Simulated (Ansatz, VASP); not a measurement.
Two plane-wave programs on CaO

```xyz
4
Lattice="3.3199 0.0000 0.0000 -1.6600 2.8751 0.0000 0.0000 0.0000 5.8143" Properties=species:S:1:pos:R:3 pbc="T T T"
Ca    0.0000    0.0000    0.0000
Ca    0.0000    0.0000    2.9072
O     0.0000    1.9168    1.4536
O     1.6600    0.9584    4.3607
```

Alike in both runs: task single point; functional LDA; k mesh 12 × 12 × 4; no spin polarisation.

|  | VASP | Ansatz |
| --- | --- | --- |
| version | VASP 6.6.1 | Ansatz 0.2.0 |
| potentials or method | VASP PAW LDA potentials, release 64 (Ca_sv, O) | plane waves, PAW |
| plane-wave cutoff (eV) | 520 | 420 |
| occupations | gaussian, width 0.01 eV | fixed |
| valence electrons in the cell | 32 | 32 |

VASP gave:

```
gap on the k mesh at the Fermi level (eV) : 3.66
```

Q: Which values does Ansatz return?

A: gap on the k mesh at the Fermi level (eV): 3.68.

LDA's correlation is that of Perdew and Zunger in VASP and of Perdew and Wang (1992) in Ansatz.
